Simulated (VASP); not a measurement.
# TePb in VASP: a series of runs

The runs below take TePb through single point, with PBE.

Program: VASP 6.6.1. These are calculated values, not measurements. Logs are shortened: lines on timing, memory, paths and dates and some standing lists are left out, and cuts for length are marked.

## 1. The cell of the first run

It takes space group P4/mmm (No. 123, tetragonal). Conventional cell: a = 4.005 Å, b = 4.005 Å, c = 4.126 Å, α = 90.00°, β = 90.00°, γ = 90.00°. Pb (site symmetry 4/mmm) has 8 Te at 3.50 Å and 6 Pb at 4.01 to 4.13 Å within 4.6 Å. Te (site symmetry 4/mmm) has 8 Pb at 3.50 Å and 6 Te at 4.01 to 4.13 Å within 4.6 Å.

## 2. Single point, PBE

Input file INCAR:

```
PREC = Accurate ; ENCUT = 520
EDIFF = 1E-6 ; ISMEAR = 0
SIGMA = 0.05 ; LREAL = False
LASPH = True ; NELM = 100
ALGO = Normal ; ISIF = 2
LWAVE = False ; LCHARG = False
GGA = PE ; NBANDS = 17
```

Input file KPOINTS:

```
Automatic mesh
0
Gamma
  8 8 8
```

Input file POSCAR:

```
TePb
1.0
    4.0053937448      0.0000000000      0.0000000000
    0.0000000000      4.1255555571      0.0000000000
    0.0000000000      0.0000000000      4.0053937448
Pb Te
1 1
Direct
    0.0000000000      0.0000000000      0.0000000000
    0.5000000000      0.5000000000      0.5000000000
```

Potentials or basis: VASP PAW PBE potentials, release 64 (Pb_d, Te).

The run is started by

```console
$ cat potpaw_PBE.64/Pb_d/POTCAR potpaw_PBE.64/Te/POTCAR > POTCAR
$ mpirun -np 1 vasp_std > vasp.out
```

OUTCAR:

```text
PREC = Accurate
   ENCUT = 520
   EDIFF = 1E-6
   ISMEAR = 0
   LREAL = False
   LASPH = True
   NELM = 100
   ISIF = 2
   GGA = PE

 ion  position               nearest neighbor table
   1  0.000  0.000  0.000-   2 3.50   2 3.50   2 3.50   2 3.50   2 3.50   2 3.50   2 3.50   2 3.50

   2  0.500  0.500  0.500-   1 3.50   1 3.50   1 3.50   1 3.50   1 3.50   1 3.50   1 3.50   1 3.50

  LATTYP: Found a simple tetragonal cell.
 ALAT       =     4.0053937448
 C/A-ratio  =     1.0300000000

  Lattice vectors:

 A1 = (  -4.0053937448,   0.0000000000,   0.0000000000)
 A2 = (   0.0000000000,   0.0000000000,   4.0053937448)
 A3 = (   0.0000000000,   4.1255555571,   0.0000000000)

Analysis of symmetry for initial positions (statically):
=====================================================================
 Subroutine PRICEL returns:
 Original cell was already a primitive cell.

 Routine SETGRP: Setting up the symmetry group for a
 simple tetragonal supercell.

 Subroutine GETGRP returns: Found 16 space group operations
 (whereof 16 operations were pure point group operations)
 out of a pool of 16 trial point group operations.

The static configuration has the point symmetry D_4h.

Analysis of symmetry for dynamics (positions and initial velocities):
=====================================================================
 Subroutine PRICEL returns:
 Original cell was already a primitive cell.

 Routine SETGRP: Setting up the symmetry group for a
 simple tetragonal supercell.

 Subroutine GETGRP returns: Found 16 space group operations
 (whereof 16 operations were pure point group operations)
 out of a pool of 16 trial point group operations.

The dynamic configuration has the point symmetry D_4h.

 Subroutine INISYM returns: Found 16 space group operations
 (whereof 16 operations are pure point group operations),
 and found     1 'primitive' translations

----------------------------------------------------------------------------------------

                                     Primitive cell

  volume of cell :      66.1870

  direct lattice vectors                    reciprocal lattice vectors
     4.005393745  0.000000000  0.000000000     0.249663345  0.000000000  0.000000000
     0.000000000  4.125555557  0.000000000     0.000000000  0.242391597  0.000000000
     0.000000000  0.000000000  4.005393745     0.000000000  0.000000000  0.249663345

  length of vectors
     4.005393745  4.125555557  4.005393745     0.249663345  0.242391597  0.249663345

  position of ions in fractional coordinates (direct lattice)
     0.000000000  0.000000000  0.000000000
     0.500000000  0.500000000  0.500000000

  ion indices of the primitive-cell ions
   primitive index   ion index
                 1           1
                 2           2

----------------------------------------------------------------------------------------

 KPOINTS: Automatic mesh

Automatic generation of k-mesh.
 Grid dimensions read from file:
 generate k-points for:    8    8    8

 Generating k-lattice:

  Cartesian coordinates                     Fractional coordinates (reciprocal lattice)
     0.031207918  0.000000000  0.000000000     0.125000000  0.000000000  0.000000000
     0.000000000  0.030298950  0.000000000     0.000000000  0.125000000  0.000000000
     0.000000000  0.000000000  0.031207918     0.000000000  0.000000000  0.125000000

  Length of vectors
     0.031207918  0.030298950  0.031207918

  Shift w.r.t. Gamma in fractional coordinates (k-lattice)
     0.000000000  0.000000000  0.000000000

 Subroutine IBZKPT returns following result:
 ===========================================

 Found     75 irreducible k-points:

 Following reciprocal coordinates:
            Coordinates               Weight
  0.000000  0.000000  0.000000      1.000000
  0.125000  0.000000  0.000000      4.000000
  0.250000  0.000000  0.000000      4.000000
  0.375000  0.000000  0.000000      4.000000
  0.500000  0.000000  0.000000      2.000000
  0.000000  0.125000  0.000000      2.000000
[... 16 lines left out ...]
  0.250000  0.500000  0.000000      4.000000
  0.375000  0.500000  0.000000      4.000000
 [... further k-points ...]
   k-points           NKPTS =     75   k-points in BZ     NKDIM =     75   number of bands    NBANDS=     17
   number of dos      NEDOS =    301   number of ions     NIONS =      2
   total plane-waves  NPLWV =  28800
   dimension x,y,z NGX =    30 NGY =   32 NGZ =   30
   dimension x,y,z NGXF=    60 NGYF=   64 NGZF=   60
   ions per type =               1   1
   NGX,Y,Z   is equivalent  to a cutoff of  12.45, 12.89, 12.45 a.u.
   NGXF,Y,Z  is equivalent  to a cutoff of  24.90, 25.79, 24.90 a.u.
 SYSTEM =  unknown system
   PREC   = accura    normal or accurate (medium, high low for compatibility)
   ISTART =      0    job   : 0-new  1-cont  2-samecut
   ICHARG =      2    charge: 1-file 2-atom 10-const
   ISPIN  =      1    spin polarized calculation?
   LNONCOLLINEAR =      F non collinear calculations
   LSORBIT =      F    spin-orbit coupling
   LASPH  =      T    aspherical Exc in radial PAW
   ENCUT  =  520.0 eV  38.22 Ry    6.18 a.u.   7.45  7.67  7.45*2*pi/ulx,y,z
   NELM   =    100;   NELMIN=  2; NELMDL= -5     # of ELM steps
   EDIFF  = 0.1E-05   stopping-criterion for ELM
   LREAL  =      F    real-space projection
   EDIFFG = 0.1E-04   stopping-criterion for IOM
   NSW    =      0    number of steps for IOM
   IBRION =     -1    ionic relax: 0-MD 1-quasi-New 2-CG
   NFREE  =      0    steps in history (QN), initial steepest desc. (CG)
   ISIF   =      2    stress and relaxation
   ISYM   =      2    0-nonsym 1-usesym 2-fastsym
   POTIM  = 0.5000    time-step for ionic-motion
   TEBEG  =    0.0;   TEEND  =   0.0 temperature during run
   PSTRESS=    0.0 pullay stress
   NELECT =      20.0000    total number of electrons
   NUPDOWN=      -1.0000    fix difference up-down
   EMIN   =  10.00;   EMAX   =-10.00  energy-range for DOS
   EFERMI =   0.00;   METHOD = LEGACY
   ISMEAR =     0;   SIGMA  =   0.05  broadening in eV -4-tet -1-fermi 0-gaus
   EFERMI_NEDOS =   21; number of points for ismear=-14 and -15
   IALGO  =     38    algorithm
   IMIX   =      4    mixing-type and parameters
     AMIX     =   0.40;   BMIX     =  1.00
     AMIX_MAG =   1.60;   BMIX_MAG =  1.00
  volume/ion in A,a.u.               =      33.09       223.33
  Fermi-wavevector in a.u.,A,eV,Ry     =   1.098569  2.075994 16.420233  1.206853
  Thomas-Fermi vector in A             =   2.234948
   LORBIT       =      0    0 simple, 1 ext, 2 COOP (PROOUT), +10 PAW based schemes
   GGA     = PE    functional components
   LHFCALC =     F    Hartree Fock is set to
   AEXX    =    0.0000 exact exchange contribution
   IVDW    =     0    specifies the selected vdW correction
   LEPSILON=     F    determine dielectric tensor
   LRPA    =     F    only Hartree local field effects (RPA)
 non-spin polarized calculation
 Gauss-broadening in eV      SIGMA  =   0.05
  energy-cutoff  :      520.00
  volume of cell :       66.19
 maximum number of plane-waves:      1803
 NGX is ok and might be reduce to    30
   NGX = 15   NGY = 15   NGZ = 15

 number of electron      20.0000004 magnetization

 Free energy of the ion-electron system (eV)
  ---------------------------------------------------
  ext. energy  EPLUGINS =         0.00000000
  ---------------------------------------------------
  free energy    TOTEN  =        -7.05540530 eV

  energy without entropy =       -7.05435523  energy(sigma->0) =       -7.05488027

 E-fermi :   6.0330     XC(G=0):  -9.5378

 val. band max:        6.0150163801   @ k =   0.5000   0.0000   0.0000
 cond. band min:       6.0504347309   @ k =   0.5000   0.0000   0.3750
 fundamental gap:      0.0354183508
 Fermi energy:         6.0329660395

 k-point     1 :       0.0000    0.0000    0.0000
  band No.  band energies     occupation
      1     -11.1619      2.00000
      2     -11.1485      2.00000
      3     -11.0797      2.00000
      4     -11.0797      2.00000
      5     -11.0790      2.00000
      6      -5.9261      2.00000
[... 9 lines left out ...]
     16      15.5861      0.00000
     17      16.7836      0.00000

 k-point     2 :       0.1250    0.0000    0.0000
  band No.  band energies     occupation
      1     -11.1560      2.00000
      2     -11.1440      2.00000
      3     -11.0833      2.00000
      4     -11.0825      2.00000
      5     -11.0794      2.00000
      6      -5.8045      2.00000
[... 9 lines left out ...]
     16      16.1982      0.00000
     17      16.3553      0.00000

 k-point     3 :       0.2500    0.0000    0.0000
  band No.  band energies     occupation
      1     -11.1515      2.00000
      2     -11.1232      2.00000
      3     -11.0921      2.00000
      4     -11.0909      2.00000
      5     -11.0788      2.00000
      6      -5.4549      2.00000
[... 9 lines left out ...]
     16      14.7640      0.00000
     17      16.2064      0.00000

 k-point     4 :       0.3750    0.0000    0.0000
  band No.  band energies     occupation
      1     -11.1498      2.00000
      2     -11.1008      2.00000
      3     -11.0998      2.00000
      4     -11.0992      2.00000
      5     -11.0781      2.00000
      6      -4.9529      2.00000
[... 9 lines left out ...]
     16      15.5950      0.00000
     17      16.8157      0.00000
[... 343 lines left out ...]
      1     -11.1522      2.00000
      2     -11.1039      2.00000
      3     -11.0971      2.00000
      4     -11.0945      2.00000
      5     -11.0809      2.00000
      6      -4.6310      2.00000
[... 9 lines left out ...]
     16      16.2559      0.00000
     17      16.4227      0.00000

 k-point    23 :       0.2500    0.5000    0.0000
  band No.  band energies     occupation
      1     -11.1383      2.00000
      2     -11.1186      2.00000
      3     -11.0955      2.00000
      4     -11.0883      2.00000
      5     -11.0823      2.00000
      6      -4.4045      2.00000
[... 9 lines left out ...]
     16      14.9276      0.00000
     17      15.4489      0.00000

 k-point    24 :       0.3750    0.5000    0.0000
  band No.  band energies     occupation
      1     -11.1330      2.00000
      2     -11.1292      2.00000
      3     -11.0957      2.00000
      4     -11.0938      2.00000
      5     -11.0652      2.00000
      6      -4.1438      2.00000
[... 9 lines left out ...]
     16      14.0490      0.00000
     17      14.2581      0.00000

 [... further k-points ...]
[... 5 lines left out ...]
  --------------------------------------------------------------------------------------
  -------------------------------------------------------------------------------------
  Total       -0.4331356     -0.7361893     -0.4331356      0.0000000      0.0000000      0.0000000
  in kB      -10.4848349    -17.8208012    -10.4848349      0.0000000      0.0000000      0.0000000
  external PRESSURE =     -12.9301570 kB  Pullay stress =       0.0000000 kB

 VOLUME and BASIS-vectors are now :
 -----------------------------------------------------------------------------
  energy-cutoff  :      520.00
  volume of cell :       66.19
      direct lattice vectors                 reciprocal lattice vectors
     4.005393745  0.000000000  0.000000000     0.249663345  0.000000000  0.000000000
     0.000000000  4.125555557  0.000000000     0.000000000  0.242391597  0.000000000
     0.000000000  0.000000000  4.005393745     0.000000000  0.000000000  0.249663345

 POSITION                                       TOTAL-FORCE (eV/Angst)
 -----------------------------------------------------------------------------------
      0.00000      0.00000      0.00000         0.000000      0.000000      0.000000
      2.00270      2.06278      2.00270         0.000000      0.000000      0.000000
 -----------------------------------------------------------------------------------
    total drift:                                0.000000     -0.000000     -0.000000

  FREE ENERGIE OF THE ION-ELECTRON SYSTEM (eV)
  ---------------------------------------------------
  free  energy   TOTEN  =        -7.0554053045 eV

  energy  without entropy=       -7.0543552260  energy(sigma->0) =       -7.05488027
```

It took 25 s on 1 thread of Intel Xeon 6975P-C (Granite Rapids), shared host; peak memory 0.23 GiB.

Results:

```yaml
Free_energy: -7.0554 eV
Pressure: -1.3 GPa
Band_gap_on_the_k_mesh: zero (band 10 reaches 6.33 eV, above the bottom of band 11 at 5.02 eV)
```

Stress tensor (GPa, compression positive):
```
-1.05  0.00  0.00
 0.00 -1.78  0.00
 0.00  0.00 -1.05
```

Caveat: spin-orbit coupling is left out, which moves the levels of the heavy elements.

## 3. Single point, PBE (atoms moved at random and the cell strained at random)

Input file INCAR:

```
PREC = Accurate
ENCUT = 520
EDIFF = 1E-7
ISMEAR = 0
SIGMA = 0.05
LREAL = False
LASPH = True
NELM = 100
ALGO = Normal
ISIF = 2
LWAVE = False
LCHARG = False
GGA = PE
NBANDS = 17
```

Input file KPOINTS:

```
regular mesh
0
Gamma
  8 8 8
```

Input file POSCAR:

```
TePb
1.0
    3.9677016060      0.0155974583      0.0401724936
    0.0155974583      3.9496397717     -0.0393269456
    0.0401724936     -0.0393269456      4.0187319817
Pb Te
1 1
Direct
   -0.0024046649     -0.0080901543      0.0046832297
    0.5024046649      0.5080901543      0.4953167703
```

Potentials or basis: VASP PAW PBE potentials, release 64 (Pb_d, Te).

The run is started by

```console
$ cat potpaw_PBE.64/Pb_d/POTCAR potpaw_PBE.64/Te/POTCAR > POTCAR
$ mpirun -np 1 vasp_std > vasp.out
```

Wall time 86 s (1 thread of Intel Xeon 6975P-C (Granite Rapids), shared host); peak memory 0.39 GiB.

It converged, with:

| Quantity | Value |
| --- | --- |
| Free energy | -7.0618 eV |
| Pressure | 0.8 GPa |
| Largest force | 0.025 eV/Å |
| Band gap on the k mesh | zero (band 10 reaches 6.87 eV, above the bottom of band 11 at 5.47 eV) |

Forces in eV/Å, atoms in the order of the input:
```
Pb  -0.003 -0.020  0.014
Te   0.003  0.020 -0.014
```

Stress tensor (GPa, compression positive):
```
 0.73 -0.11 -0.26
-0.11  0.88  0.20
-0.26  0.20  0.65
```

Levels at points of the mesh, in eV from the Fermi level:
```csv
k point,band 7,band 8,band 9,band 10,band 11,band 12,band 13,band 14
"(0.00, 0.00, 0.00)",-6.72,-1.80,-1.53,-1.47,3.91,4.00,5.18,5.34
"(0.50, 0.00, 0.00)",-9.11,-0.77,-0.25,-0.09,0.24,2.19,2.49,5.33
"(0.00, 0.50, 0.00)",-9.08,-0.81,-0.27,-0.10,0.18,2.22,2.45,5.32
"(0.50, 0.50, 0.00)",-7.88,-4.47,-4.46,0.15,3.33,3.61,3.82,5.96
"(0.00, 0.00, 0.50)",-9.17,-0.68,-0.14,-0.12,0.34,2.34,2.43,5.33
"(0.50, 0.00, 0.50)",-7.96,-4.52,-4.47,0.29,3.58,3.80,4.01,6.10
"(0.00, 0.50, 0.50)",-7.94,-4.50,-4.46,0.25,3.52,3.73,3.96,6.06
"(0.50, 0.50, 0.50)",-7.16,-2.59,-2.56,-2.46,-1.12,-1.09,-0.98,13.39
```

Caveat: the cell differs from its parent crystal (atoms moved at random and the cell strained at random); spin-orbit coupling is left out, which moves the levels of the heavy elements.
